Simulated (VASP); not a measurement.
**Be24NO: single point with PBE**

The system is Be24NO, a slab with vacuum.

```
Be N O
1.0
     4.52544    0.00000    0.00000
     0.00000    7.13362    0.00000
     0.00000    0.00000   22.36855
Be N O
24 1 1
Direct
  0.00000 0.37500 0.17882
  0.00000 0.87500 0.17882
  0.50000 0.37500 0.17882
  0.50000 0.87500 0.17882
  0.25000 0.12500 0.20802
  0.25000 0.62500 0.20802
  0.75000 0.12500 0.20802
  0.75000 0.62500 0.20802
  0.25000 0.37500 0.26643
  0.25000 0.87500 0.26643
  0.75000 0.37500 0.26643
  0.75000 0.87500 0.26643
  0.00000 0.12500 0.29031
  0.00000 0.62500 0.29031
  0.50000 0.12500 0.29031
  0.50000 0.62500 0.29031
  0.00000 0.37500 0.35468
  0.00000 0.87500 0.35468
  0.50000 0.37500 0.35468
  0.50000 0.87500 0.35468
  0.25000 0.12500 0.37412
  0.25000 0.62500 0.37412
  0.75000 0.12500 0.37412
  0.75000 0.62500 0.37412
  0.75000 0.45833 0.48276
  0.81984 0.52817 0.52844
```

| Item | Value |
| --- | --- |
| Program | VASP 6.6.1 |
| Task | single point |
| Functional | PBE |
| Potentials or basis | VASP PAW PBE potentials, release 64 (Be, N, O) |
| Cutoff | 520 eV |
| k mesh | 6 × 4 × 1 |
| Occupations | gaussian, width 0.1 eV |
| Spin | collinear spin, ferromagnetic start |
| Starting moments | [0.0, 0.0, 0.0, 0.0, 0.0, 0.0, 0.0, 0.0, 0.0, 0.0, 0.0, 0.0, 0.0, 0.0, 0.0, 0.0, 0.0, 0.0, 0.0, 0.0, 0.0, 0.0, 0.0, 0.0, 1.0, 0.0] μB |
| Dipole correction | yes |
| Further INCAR settings | ALGO = Normal; EDIFF = 1e-06; NBANDS = 52; NELMDL = -8 |

| Property | Result |
| --- | --- |
| Largest force | 1.140 eV/Å |
| Net moment | 0.00 μB per cell |
| Valence electrons inside the program's atomic spheres | Be 1.02, 1.01, 1.16, 1.17, 1.21, 1.14, 1.08, 1.07 (each value once); N 3.62; O 5.04 |

Forces on the atoms (eV/Å):
```
Be   0.006 -0.004  0.568
Be  -0.021  0.009  0.553
Be  -0.002 -0.015  0.562
Be   0.025  0.015  0.572
Be   0.009  0.021 -0.730
Be   0.002 -0.033 -0.676
Be  -0.008  0.010 -0.746
Be  -0.001 -0.017 -0.699
Be   0.012 -0.009  0.177
Be   0.016  0.012  0.133
Be  -0.021 -0.009  0.155
Be  -0.010  0.022  0.152
Be   0.005 -0.020  0.028
Be   0.005  0.003  0.069
Be   0.001 -0.026 -0.014
Be   0.019  0.005  0.053
Be   0.006 -0.062  0.027
Be  -0.002  0.038 -0.068
Be  -0.028 -0.080 -0.138
Be  -0.012  0.047 -0.053
Be   0.020  0.030  0.041
Be   0.030 -0.007  0.023
Be  -0.008  0.017  0.008
Be  -0.013 -0.080  0.365
N    0.209  0.541  0.675
O   -0.237 -0.409 -1.038
```

Levels at points of the mesh, in eV from the Fermi level:
Spin up:
| k point | band 25 | band 26 | band 27 | band 28 | band 29 | band 30 | band 31 | band 32 | band 33 | band 34 |
| --- | --- | --- | --- | --- | --- | --- | --- | --- | --- | --- |
| (0.00, 0.00, 0.00) | -2.33 | -2.23 | -0.93 | -0.43 | -0.13 | -0.08 | 0.08 | 0.44 | 0.75 | 1.08 |
| (0.50, 0.00, 0.00) | -1.46 | -1.14 | -0.96 | 0.07 | 0.20 | 0.82 | 0.85 | 1.43 | 1.44 | 1.48 |
| (0.00, 0.50, 0.00) | -2.01 | -1.06 | -1.05 | -0.87 | -0.85 | -0.19 | 0.09 | 0.17 | 0.44 | 1.44 |
| (0.50, 0.50, 0.00) | -1.81 | -0.66 | -0.55 | -0.47 | -0.33 | 0.17 | 0.34 | 0.52 | 0.52 | 0.56 |
Spin down:
```csv
k point,band 25,band 26,band 27,band 28,band 29,band 30,band 31,band 32,band 33,band 34
"(0.00, 0.00, 0.00)",-2.33,-2.23,-0.93,-0.43,-0.13,-0.08,0.08,0.44,0.75,1.08
"(0.50, 0.00, 0.00)",-1.46,-1.14,-0.96,0.07,0.20,0.82,0.85,1.43,1.44,1.48
"(0.00, 0.50, 0.00)",-2.01,-1.06,-1.05,-0.87,-0.85,-0.19,0.09,0.17,0.44,1.44
"(0.50, 0.50, 0.00)",-1.81,-0.66,-0.55,-0.47,-0.33,0.17,0.34,0.52,0.52,0.56
```

Run time: 38 min on 4 MPI ranks on Intel(R) Xeon(R) Platinum 8488C (Sapphire Rapids), with other jobs on the host, peak memory 1.5 GiB a rank.

Caveat: the standard files for N, O and F lose accuracy on very short bonds.
